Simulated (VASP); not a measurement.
Input of a VASP 6.6.1 run:

INCAR

```
SYSTEM = HfO2
PREC     = Accurate       ! precision mode
ENCUT    = 600            ! plane-wave cutoff, eV
EDIFF    = 1E-6           ! SCF threshold, eV
ISMEAR   = -1             ! smearing method
SIGMA    = 0.05           ! smearing width, eV
LREAL    = .FALSE.        ! projectors in reciprocal space
LASPH    = .TRUE.         ! aspherical terms in the spheres
NELM     = 60             ! most SCF steps
ALGO     = Normal         ! electronic algorithm
ISIF     = 3              ! what is computed and relaxed
LWAVE    = .FALSE.        ! write WAVECAR
LCHARG   = .FALSE.        ! write CHGCAR
GGA      = PS             ! functional
IVDW     = 13             ! dispersion correction
IBRION   = 2              ! ionic algorithm
NSW      = 60             ! ionic steps
EDIFFG   = -0.01          ! ionic threshold
```

Contents of KPOINTS:

```
Automatic mesh
0
G
  5 5 5
  0 0 0
```

Contents of POSCAR:

```
HfO2
1.0
    5.1180000000      0.0000000000      0.0000000000
    0.0000000000      5.1857000000      0.0000000000
   -0.8586630598      0.0000000000      5.2138671406
Hf O
4 8
Direct
    0.2755000000      0.4603000000      0.7080000000
    0.7245000000      0.9603000000      0.7920000000
    0.7245000000      0.5397000000      0.2920000000
    0.2755000000      0.0397000000      0.2080000000
    0.0742000000      0.1684000000      0.8467000000
    0.9258000000      0.6684000000      0.6533000000
    0.9258000000      0.8316000000      0.1533000000
    0.0742000000      0.3316000000      0.3467000000
    0.4487000000      0.7419000000      0.9801000000
    0.5513000000      0.2419000000      0.5199000000
    0.5513000000      0.2581000000      0.0199000000
    0.4487000000      0.7581000000      0.4801000000
```

Potentials or basis: VASP PAW PBE potentials, release 64 (Hf_pv, O).

The run is started by

```bash
$ cat potpaw_PBE.64/Hf_pv/POTCAR potpaw_PBE.64/O/POTCAR > POTCAR
$ mpirun -np 1 vasp_std > vasp.out
```

Task: Predict the relaxed cell.

Result: a = 5.056 Å, b = 5.152 Å, c = 5.217 Å, α = 90.00°, β = 99.49°, γ = 90.00°.

Task: Predict the relaxed volume.

Result: 11.17 Å³/atom.

The path:
```
step  energy change (eV)  largest force (eV/Å)  pressure (GPa)  volume (Å³)
   1              0.0000                0.4289           -6.47       138.38
   2              0.0871                0.3090           11.59       129.25
   3             -0.0913                0.3144            0.47       134.47
   4             -0.1022                0.2482           -0.15       134.54
   5             -0.1027                0.1843           -0.04       134.53
   6             -0.1074                0.0711            0.03       134.50
   7             -0.1075                0.0822            0.05       134.49
   8             -0.1091                0.0282           -0.10       134.54
   9             -0.1093                0.0336           -0.14       134.55
  10             -0.1096                0.0294            0.21       134.38
  11             -0.1096                0.0296            0.18       134.39
  12             -0.1098                0.0299            0.04       134.46
  13             -0.1099                0.0359           -0.08       134.52
  14             -0.1102                0.0296           -0.07       134.51
  15             -0.1106                0.0533           -0.04       134.46
  16             -0.1108                0.0421           -0.03       134.44
  17             -0.1113                0.0309           -0.02       134.37
  18             -0.1114                0.1013            0.00       134.23
  19             -0.1115                0.0710           -0.01       134.28
  20             -0.1117                0.0637            0.01       134.26
  21             -0.1123                0.0435            0.08       134.17
  22             -0.1127                0.0315            0.20       134.00
  23             -0.1129                0.0308            0.01       134.08
  24             -0.1130                0.0301           -0.21       134.18
  25             -0.1134                0.0235           -0.11       134.12
  26             -0.1136                0.0209            0.07       134.01
  27             -0.1137                0.0141           -0.05       134.04
  28             -0.1137                0.0095           -0.02       134.03
```

Caveat: the PAW data sets were made with another functional, which shifts forces and pressure a little.
